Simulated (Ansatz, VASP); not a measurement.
**ZrGa2S2 in VASP and in Ansatz**

```
Zr Ga S
1.0
     4.67954    0.00000    0.00000
    -2.33977    4.05260    0.00000
     0.00000    0.00000    5.28036
Zr Ga S
1 2 2
Direct
  0.66667 0.33333 0.00000
  0.00000 0.00000 0.72995
  0.00000 0.00000 0.27005
  0.66667 0.33333 0.50000
  0.33333 0.66667 0.00000
```

Change from the starting cell: species swapped into the Sr2ZnAs2 type (P-6m2, No. 187).

Alike in both runs: functional PBE; k mesh 12 × 12 × 8; occupations gaussian, width 0.1 eV; no spin polarisation.

Ansatz relaxed the structure, and its values are those at the end. VASP's run is a single point on that final structure, the one shown.

```csv
,VASP,Ansatz
version,VASP 6.6.1,Ansatz 0.2.0
potentials or method,"VASP PAW PBE potentials, release 64 (Zr_sv, Ga_d, S), cutoff 520 eV","scalar-relativistic, plane waves, PAW"
valence electrons in the cell,50,50
```

VASP gave:

| Quantity | Value |
| --- | --- |
| gap on the k mesh at the Fermi level (eV) | none |
| pressure (GPa) | 0.1 |

Q: Which values does Ansatz return?

A: gap on the k mesh at the Fermi level (eV): none; pressure (GPa): 0.0.

A gap of «none» marks a metal or a gap that the smearing closes. With one functional, cell and mesh, what is left measures potentials, basis and numerics.
